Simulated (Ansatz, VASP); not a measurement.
# InGa2N3: VASP beside Ansatz

```
CELL_PARAMETERS angstrom
3.42883 0.00000 0.00000
-1.71441 2.96945 0.00000
0.00000 0.00000 8.39298
ATOMIC_POSITIONS crystal
In 0.00000 0.00000 0.00000
Ga 0.33333 0.66667 0.65599
Ga 0.66667 0.33333 0.34401
N 0.33333 0.66667 0.16590
N 0.66667 0.33333 0.83410
N 0.00000 0.00000 0.50000
```

Change from the starting cell: species swapped into the CaSm2S3 type (P-3m1, No. 164).

Alike in both runs: task single point; functional PBE; k mesh 6 × 6 × 2; occupations gaussian, width 0.1 eV; no spin polarisation.

|  | VASP | Ansatz |
| --- | --- | --- |
| version | VASP 6.6.1 | Ansatz 0.2.0 |
| potentials or method | VASP PAW PBE potentials, release 64 (In_d, Ga_d, N), cutoff 520 eV | scalar-relativistic, plane waves, PAW |
| valence electrons in the cell | 54 | 54 |

```csv
,VASP,Ansatz,Ansatz less VASP
gap on the k mesh at the Fermi level (eV),none,none,-
pressure (GPa),-24.2,-24.3,-0.15
rms of the force components (eV/Å),0.390,0.389,-0.0013
```

Atom by atom the forces differ by 0.003 eV/Å (rms over components). A gap of «none» marks a metal or a gap that the smearing closes.

The k mesh is coarse, so the values compare programs but aren't converged.
